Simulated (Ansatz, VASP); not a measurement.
**Al in VASP and in Ansatz**

```xyz
5
Lattice="3.8954 0.0000 0.0000 0.0000 3.8954 0.0000 0.0000 0.0000 8.3260" Properties=species:S:1:pos:R:3 pbc="T T T"
Al    0.0000    1.9477    2.0856
Al    0.0000    1.9477    6.2405
Al    1.9477    0.0000    2.0856
Al    1.9477    0.0000    6.2405
Al    0.0000    0.0000    0.0000
```

Alike in both runs: task single point; functional PBEsol; k mesh 10 × 10 × 4; occupations gaussian, width 0.1 eV; no spin polarisation.

|  | VASP | Ansatz |
| --- | --- | --- |
| version | VASP 6.6.1 | Ansatz 0.2.0 |
| potentials or method | VASP PAW PBE potentials, release 64 (Al), cutoff 520 eV | scalar-relativistic, plane waves, PAW |
| valence electrons in the cell | 15 | 15 |

|  | VASP | Ansatz | Ansatz less VASP |
| --- | --- | --- | --- |
| gap on the k mesh at the Fermi level (eV) | none | none | - |
| rms of the force components (eV/Å) | 0.017 | 0.019 | +0.0016 |

VASP's potentials were made for PBE, not for PBEsol. Atom by atom the forces differ by 0.002 eV/Å (rms over components). A gap of «none» marks a metal or a gap that the smearing closes. With one functional, cell and mesh, what is left measures potentials, basis and numerics.
